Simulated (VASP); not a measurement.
Fe: single point with PBE

The system is Fe.

```
Fe
1.0
     2.46041    0.00000    0.00000
    -1.23021    2.13078    0.00000
     0.00000    0.00000    3.89068
Fe
2
Direct
  0.33333 0.66667 0.25000
  0.66667 0.33333 0.75000
```

- Program: VASP 6.6.1
- Task: single point
- Functional: PBE
- Potentials or basis: VASP PAW PBE potentials, release 64 (Fe)
- Cutoff: 520 eV
- k mesh: 18 × 18 × 12
- Occupations: gaussian, width 0.1 eV
- Spin: no spin polarisation
- Dipole correction: no
- Further INCAR settings: ALGO = Normal; EDIFF = 1e-06; NBANDS = 15

```yaml
Pressure: -0.7 GPa
Band_gap_on_the_k_mesh: zero (band 8 reaches 7.80 eV, above the bottom of band 9 at 5.89 eV)
```

Stress tensor (GPa, compression positive):
```
-0.62  0.00  0.00
 0.00 -0.62  0.00
 0.00  0.00 -0.75
```

Levels at points of the mesh, in eV from the Fermi level:
| k point | band 6 | band 7 | band 8 | band 9 | band 10 | band 11 |
| --- | --- | --- | --- | --- | --- | --- |
| (0.00, 0.00, 0.00) | -1.17 | -1.17 | -0.83 | -0.83 | 0.55 | 0.72 |
| (0.50, 0.00, 0.00) | -1.51 | -1.05 | 0.82 | 1.05 | 1.08 | 2.69 |
| (0.00, 0.00, 0.50) | -1.75 | -1.75 | -1.75 | 0.33 | 0.33 | 0.33 |
| (0.50, 0.00, 0.50) | -0.64 | 0.12 | 0.12 | 0.96 | 0.96 | 2.49 |

Wall time 75 s on 1 thread of Intel(R) Xeon(R) Platinum 8259CL CPU @ 2.50GHz (Skylake/Cascade Lake), on a shared host, peak memory 0.18 GiB.

Caveat: the run has no spin polarisation, though such a crystal can be magnetic. Spin polarisation is off, so any magnetic state and its effect on volume and gap are missing.
